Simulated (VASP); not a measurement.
Write the native input for VASP 6.6.1 that does the following.

```yaml
Task: single point
Functional: PBE
Potentials_or_basis: VASP PAW PBE potentials, release 64 (Cs_sv, Zn, Mo_sv)
Cutoff: 520 eV
k_mesh: 3 × 3 × 4
Occupations: gaussian, width 0.1 eV
Spin: collinear spin
Starting_moments: "[0.0, 0.0, 0.0, 0.0, 0.0, 1.0] μB"
Dipole_correction: no
Further_INCAR_settings: ALGO = Normal; EDIFF = 1e-06; NBANDS = 48
```

The structure of CsZn4Mo lies in POSCAR:

```
CsZn4Mo
1.0
    5.8093579400      0.0000000000      0.0000000000
   -2.9046789700      5.0310515600      0.0000000000
    0.0000000000      0.0000000000      4.3320099100
Cs Zn Mo
1 4 1
Direct
    0.0000000000      0.0000000000      0.0000000000
    0.6666666700      0.3333333300      0.0000000000
    0.9935383200      0.4967691600      0.5000000000
    0.5032308400      0.4967691600      0.5000000000
    0.5032308400      0.0064616800      0.5000000000
    0.3333333300      0.6666666700      0.0000000000
```

The cell was generated, and may not be a known phase.

One way to write it, as run:

INCAR

```
SYSTEM = CsZn4Mo
  ALGO = Normal
  EDIFF = 1E-6
  ENCUT = 520
  GGA = PE
  ISIF = 2
  ISMEAR = 0
  ISPIN = 2
  LASPH = .TRUE.
  LCHARG = .TRUE.
  LELF = .TRUE.
  LMAXMIX = 4
  LORBIT = 11
  LREAL = .FALSE.
  LVHAR = .TRUE.
  LWAVE = .FALSE.
  MAGMOM = 0 0 0 0 0 1
  NBANDS = 48
  NELM = 150
  PREC = Accurate
  SIGMA = 0.1
```

KPOINTS

```
k-points
0
G
  3 3 4
  0 0 0
```

Potentials or basis: VASP PAW PBE potentials, release 64 (Cs_sv, Zn, Mo_sv).

Launch:

```console
$ cat potpaw_PBE.64/Cs_sv/POTCAR potpaw_PBE.64/Zn/POTCAR potpaw_PBE.64/Mo_sv/POTCAR > POTCAR
$ mpirun -np 1 vasp_std > vasp.out
```

Results of the run:

* Pressure: -1.1 GPa
* Largest force: 0.378 eV/Å
* Band gap on the k mesh: zero (filled and empty bands overlap)
* Net moment: 1.03 μB per cell
* Site moments: Cs +0.02; Zn -0.04, -0.01 (each value once); Mo +1.06 μB
* Valence electrons inside the program's atomic spheres: Cs 6.61; Zn 10.70, 10.75 (each value once); Mo 12.26

Caveat: the k points lie up to 0.42 Å⁻¹ apart, too coarse for converged energies and pressures of a metal; spin-orbit coupling is left out, which moves the levels of the heavy elements.

Wall time 3.4 min on 1 thread of Oxide Virtual Turin-like Processor, on a shared host, peak memory 0.32 GiB.
